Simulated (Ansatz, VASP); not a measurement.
# One calculation of Sn, two programs

The input INCAR:

```
PREC = Accurate
ENCUT = 520
EDIFF = 1E-7
ISMEAR = 0
SIGMA = 0.1
LREAL = F
LASPH = T
NELM = 80
ALGO = Fast
ISIF = 2
LWAVE = F
LCHARG = T
GGA = PS
LELF = T
LVHAR = T
NBANDS = 13
```

KPOINTS

```
Automatic mesh
0
Gamma
  16 16 14
```

POSCAR

```
Sn
1.0
    1.5121315684     -3.0178778838      0.0000000000
    1.5121315684      3.0178778838      0.0000000000
    0.0000000000      0.0000000000      2.9877131412
Sn
1
Direct
    0.5000000000      0.5000000000      0.0000000000
```

Input for Ansatz:

```yaml
crystal:
  lattice:
    - [1.5121315684, -3.0178778838, 0.0]
    - [1.5121315684, 3.0178778838, 0.0]
    - [0.0, 0.0, 2.9877131412]
  atoms:
    - { symbol: Sn, position: [0.5, 0.5, 0.0] }
basis:
  ecutwfc: 420
kpoints:
  mp_grid: { grid: [16, 16, 14] }
hamiltonian:
  xc: pbesol
scf:
  occupations: { method: gaussian, width: 0.1 }
output:
  forces: true
  stress: true
  eigenvalues: true
  write_density: true
  write_potential: true
  elf: true
  volumetric_format: npy
```

Alike in both runs: task single point; functional PBEsol; k mesh 16 × 16 × 14; occupations gaussian, width 0.1 eV; no spin polarisation.

|  | VASP | Ansatz |
| --- | --- | --- |
| version | VASP 6.6.1 | Ansatz 0.2.0 |
| potentials or method | VASP PAW PBE potentials, release 64 (Sn_d), cutoff 520 eV | scalar-relativistic, plane waves, PAW |
| valence electrons in the cell | 14 | 14 |

|  | VASP | Ansatz | Ansatz less VASP |
| --- | --- | --- | --- |
| gap on the k mesh at the Fermi level (eV) | none | none | - |
| pressure (GPa) | 0.1 | 0.1 | +0.06 |
| traceless stress, the component that is largest in VASP (GPa) | -3.92 | -3.92 | +0.006 |

VASP's potentials were made for PBE, not for PBEsol. A gap of «none» marks a metal or a gap that the smearing closes. With one functional, cell and mesh, what is left measures potentials, basis and numerics.
